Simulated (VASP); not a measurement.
# Cu5Pt2 (F-43m) in VASP: single point with PBE

Aim: the single point of Cu5Pt2 with PBE.

Everything below comes from runs of VASP 6.6.1. Logs are shortened: lines on timing, memory, paths and dates and some standing lists are left out, and cuts for length are marked.

## Step 1: The cell of the first run

It takes space group F-43m (No. 216, cubic). The conventional cell has a = 8.418 Å, b = 8.418 Å, c = 8.418 Å, α = 90.00°, β = 90.00°, γ = 90.00°. Cu (site symmetry 3m) has 1 Pt at 2.25 Å and 3 Cu at 2.28 Å within 3.0 Å. Cu (site symmetry -43m) has 12 Cu at 3.59 Å and 8 Pt at 3.65 Å within 4.7 Å. Within 4.5 Å of Pt (site symmetry -43m) lie 16 Cu at 3.44 to 3.65 Å and 6 Pt at 4.21 Å. Pt (site symmetry -43m) has 4 Cu at 2.25 Å within 3.0 Å.

The cell was generated, and may not be a known phase.

## Step 2: Single point, PBE

INCAR

```
SYSTEM = Cu5Pt2
PREC = Accurate ; ENCUT = 520
EDIFF = 1E-6 ; ISMEAR = 0
SIGMA = 0.1 ; LREAL = .FALSE.
LASPH = .TRUE. ; NELM = 100
ALGO = Fast ; ISIF = 2
LWAVE = .FALSE. ; LCHARG = .FALSE.
GGA = PE ; NBANDS = 46
```

KPOINTS

```
regular mesh
0
G
  4 4 4
  0 0 0
```

POSCAR

```
Cu5Pt2
1.0
    0.0000000000      4.2089480658      4.2089480658
    4.2089480658      0.0000000000      4.2089480658
    4.2089480658      4.2089480658      0.0000000000
Cu Pt
5 2
Direct
    0.4041411416      0.4041411416      0.4041411416
    0.4041411416      0.4041411416      0.7875765751
    0.4041411416      0.7875765751      0.4041411416
    0.7875765751      0.4041411416      0.4041411416
    0.0000000000      0.0000000000      0.0000000000
    0.7500000000      0.7500000000      0.7500000000
    0.2500000000      0.2500000000      0.2500000000
```

Potentials or basis: VASP PAW PBE potentials, release 64 (Cu, Pt).

The run is started by

```
$ cat potpaw_PBE.64/Cu/POTCAR potpaw_PBE.64/Pt/POTCAR > POTCAR
$ mpirun -np 1 vasp_std > vasp.out
```

OUTCAR:

```text
SYSTEM = Cu5Pt2
   PREC = Accurate
   ENCUT = 520
   EDIFF = 1E-6
   ISMEAR = 0
   LREAL = .FALSE.
   LASPH = .TRUE.
   NELM = 100
   ISIF = 2
   GGA = PE

 ion  position               nearest neighbor table
   1  0.404  0.404  0.404-   7 2.25   3 2.28   4 2.28   2 2.28
   2  0.404  0.404  0.788-   7 2.25   3 2.28   4 2.28   1 2.28
   3  0.404  0.788  0.404-   7 2.25   2 2.28   4 2.28   1 2.28
   4  0.788  0.404  0.404-   7 2.25   2 2.28   3 2.28   1 2.28
   5  0.000  0.000  0.000-
   6  0.750  0.750  0.750-
   7  0.250  0.250  0.250-   1 2.25   2 2.25   3 2.25   4 2.25

  LATTYP: Found a face centered cubic cell.
 ALAT       =     8.4178961316

  Lattice vectors:

 A1 = (   0.0000000000,   4.2089480658,   4.2089480658)
 A2 = (   4.2089480658,   0.0000000000,   4.2089480658)
 A3 = (   4.2089480658,   4.2089480658,   0.0000000000)

Analysis of symmetry for initial positions (statically):
=====================================================================
 Subroutine PRICEL returns:
 Original cell was already a primitive cell.

 Routine SETGRP: Setting up the symmetry group for a
 face centered cubic supercell.

 Subroutine GETGRP returns: Found 24 space group operations
 (whereof 24 operations were pure point group operations)
 out of a pool of 48 trial point group operations.

The static configuration has the point symmetry T_d .

Analysis of symmetry for dynamics (positions and initial velocities):
=====================================================================
 Subroutine PRICEL returns:
 Original cell was already a primitive cell.

 Routine SETGRP: Setting up the symmetry group for a
 face centered cubic supercell.

 Subroutine GETGRP returns: Found 24 space group operations
 (whereof 24 operations were pure point group operations)
 out of a pool of 48 trial point group operations.

The dynamic configuration has the point symmetry T_d .

 Subroutine INISYM returns: Found 24 space group operations
 (whereof 24 operations are pure point group operations),
 and found     1 'primitive' translations

----------------------------------------------------------------------------------------

                                     Primitive cell

  volume of cell :     149.1251
[... 82 lines left out ...]
   EDIFF  = 0.1E-05   stopping-criterion for ELM
   LREAL  =      F    real-space projection
   EDIFFG = 0.1E-04   stopping-criterion for IOM
   NSW    =      0    number of steps for IOM
   IBRION =     -1    ionic relax: 0-MD 1-quasi-New 2-CG
   NFREE  =      0    steps in history (QN), initial steepest desc. (CG)
   ISIF   =      2    stress and relaxation
   ISYM   =      2    0-nonsym 1-usesym 2-fastsym
   POTIM  = 0.5000    time-step for ionic-motion
   TEBEG  =    0.0;   TEEND  =   0.0 temperature during run
   PSTRESS=    0.0 pullay stress
   NELECT =      75.0000    total number of electrons
   NUPDOWN=      -1.0000    fix difference up-down
   EMIN   =  10.00;   EMAX   =-10.00  energy-range for DOS
   EFERMI =   0.00;   METHOD = LEGACY
   ISMEAR =     0;   SIGMA  =   0.10  broadening in eV -4-tet -1-fermi 0-gaus
   EFERMI_NEDOS =   21; number of points for ismear=-14 and -15
   IALGO  =     68    algorithm
   IMIX   =      4    mixing-type and parameters
     AMIX     =   0.40;   BMIX     =  1.00
     AMIX_MAG =   1.60;   BMIX_MAG =  1.00
  volume/ion in A,a.u.               =      21.30       143.76
  Fermi-wavevector in a.u.,A,eV,Ry     =   1.301902  2.460238 23.061185  1.694949
  Thomas-Fermi vector in A             =   2.433005
   LORBIT       =      0    0 simple, 1 ext, 2 COOP (PROOUT), +10 PAW based schemes
   GGA     = PE    functional components
   LHFCALC =     F    Hartree Fock is set to
   AEXX    =    0.0000 exact exchange contribution
   IVDW    =     0    specifies the selected vdW correction
   LEPSILON=     F    determine dielectric tensor
   LRPA    =     F    only Hartree local field effects (RPA)
 non-spin polarized calculation
 RMM-DIIS sequential band-by-band and
 Gauss-broadening in eV      SIGMA  =   0.10
  energy-cutoff  :      520.00
  volume of cell :      149.13
 maximum number of plane-waves:      4044
 NGX is ok and might be reduce to    48
   NGX = 23   NGY = 23   NGZ = 23

 number of electron      74.9999991 magnetization

 Free energy of the ion-electron system (eV)
  ---------------------------------------------------
  ext. energy  EPLUGINS =         0.00000000
  ---------------------------------------------------
  free energy    TOTEN  =       -21.94864910 eV

  energy without entropy =      -21.90539278  energy(sigma->0) =      -21.92702094

 E-fermi :   2.7365     XC(G=0):  -9.9182

 val. band max:        2.7022696448   @ k =   0.5000   0.2500   0.0000
 cond. band min:       2.7699415223   @ k =   0.5000   0.5000   0.0000
 fundamental gap:      0.0676718775
 Fermi energy:         2.7365027396

 k-point     1 :       0.0000    0.0000    0.0000
  band No.  band energies     occupation
      1      -3.5585      2.00000
      2      -0.9817      2.00000
      3      -0.7797      2.00000
      4      -0.7797      2.00000
      5      -0.7797      2.00000
      6      -0.7445      2.00000
[... 381 lines left out ...]
     45       9.2146      0.00000
     46      10.0594      0.00000

------------------------ aborting loop because EDIFF is reached ----------------------------------------

  FORCE on cell =-STRESS in cart. coord.  units (eV):
  Direction    XX          YY          ZZ          XY          YZ          ZX
  --------------------------------------------------------------------------------------
  -------------------------------------------------------------------------------------
  Total        0.0910111      0.0910111      0.0910111      0.0000000     -0.0000000      0.0000000
  in kB        0.9778095      0.9778095      0.9778095      0.0000000     -0.0000000      0.0000000
  external PRESSURE =       0.9778095 kB  Pullay stress =       0.0000000 kB

 VOLUME and BASIS-vectors are now :
 -----------------------------------------------------------------------------
  energy-cutoff  :      520.00
  volume of cell :      149.13
      direct lattice vectors                 reciprocal lattice vectors
     0.000000000  4.208948066  4.208948066    -0.118794528  0.118794528  0.118794528
     4.208948066  0.000000000  4.208948066     0.118794528 -0.118794528  0.118794528
     4.208948066  4.208948066  0.000000000     0.118794528  0.118794528 -0.118794528

 POSITION                                       TOTAL-FORCE (eV/Angst)
 -----------------------------------------------------------------------------------
      3.40202      3.40202      3.40202        -0.023824     -0.023824     -0.023824
      5.01588      5.01588      3.40202         0.023824      0.023824     -0.023824
      5.01588      3.40202      5.01588         0.023824     -0.023824      0.023824
      3.40202      5.01588      5.01588        -0.023824      0.023824      0.023824
      0.00000      0.00000      0.00000        -0.000000     -0.000000     -0.000000
      6.31342      6.31342      6.31342        -0.000000     -0.000000     -0.000000
      2.10447      2.10447      2.10447        -0.000000     -0.000000     -0.000000
 -----------------------------------------------------------------------------------
    total drift:                                0.000008      0.000008      0.000008

  FREE ENERGIE OF THE ION-ELECTRON SYSTEM (eV)
  ---------------------------------------------------
  free  energy   TOTEN  =       -21.9486490955 eV

  energy  without entropy=      -21.9053927766  energy(sigma->0) =      -21.92702094
```

Wall time 99 s (1 thread of AMD EPYC 7R13 (Zen 3), shared host); peak memory 0.3 GiB.

What came out:

| Item | Value |
| --- | --- |
| Free energy | -21.9486 eV |
| Pressure | 0.1 GPa |
| Largest force | 0.041 eV/Å |
| Band gap on the k mesh | zero (an odd number of electrons rules out a gap without spin polarisation) |

Forces on the atoms (eV/Å):
```
Cu  -0.024 -0.024 -0.024
Cu   0.024  0.024 -0.024
Cu   0.024 -0.024  0.024
Cu  -0.024  0.024  0.024
Cu   0.000  0.000  0.000
Pt   0.000  0.000  0.000
Pt   0.000  0.000  0.000
```

Levels at points of the mesh, in eV from the Fermi level:
```csv
k point,band 34,band 35,band 36,band 37,band 38,band 39,band 40,band 41
"(0.00, 0.00, 0.00)",-0.38,-0.22,-0.22,-0.22,1.33,2.36,2.36,2.36
"(0.50, 0.00, 0.00)",-0.42,-0.42,-0.16,-0.16,-0.09,1.84,2.36,2.36
"(0.50, 0.50, 0.00)",-0.41,-0.41,-0.25,0.03,0.40,0.40,0.47,0.72
```

Caveat: spin-orbit coupling is left out, which moves the levels of the heavy elements.

The gap in the log of VASP goes by the Fermi energy; the results here count the filled bands.